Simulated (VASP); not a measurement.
Wanted: the native input for a VASP 6.6.1 run.

* Task: single point
* Functional: PBE
* Potentials or basis: VASP PAW PBE potentials, release 64 (Mg, O)
* Cutoff: 520 eV
* k mesh: 14 × 14 × 14
* Occupations: gaussian, width 0.05 eV
* Spin: no spin polarisation
* Dipole correction: no
* Further INCAR settings: ALGO = Normal; EDIFF = 1e-06; NBANDS = 11

The structure of MgO lies in POSCAR:

```
MgO
1.0
    2.5103482250      0.0000000000      0.0000000000
    0.0000000000      2.5103482250      0.0000000000
    0.0000000000      0.0000000000      2.5103482250
Mg O
1 1
Direct
    0.0000000000      0.0000000000      0.0000000000
    0.5000000000      0.5000000000      0.5000000000
```

This cell differs from its parent crystal: volume scaled by 0.840.

One way to write it, as run:

INCAR

```
SYSTEM = MgO
  ALGO = Normal
  EDIFF = 1E-6
  ENCUT = 520
  GGA = PE
  ISIF = 2
  ISMEAR = 0
  LASPH = .True.
  LCHARG = .False.
  LREAL = .False.
  LWAVE = .False.
  NBANDS = 11
  NELM = 60
  PREC = Accurate
  SIGMA = 0.05
```

KPOINTS

```
k-points
0
Gamma
  14 14 14
  0 0 0
```

Potentials or basis: VASP PAW PBE potentials, release 64 (Mg, O).

Launch:

```sh
$ cat potpaw_PBE.64/Mg/POTCAR potpaw_PBE.64/O/POTCAR > POTCAR
$ mpirun -np 1 vasp_std > vasp.out
```

Results of the run:

| Quantity | Value |
| --- | --- |
| Pressure | 33.5 GPa |
| Band gap on the k mesh | 3.98 eV, indirect (least direct gap 5.16 eV) |

Wall time 6.5 s on 1 thread of Intel(R) Xeon(R) 6975P-C (Granite Rapids), with other jobs on the host, peak memory 0.14 GiB.
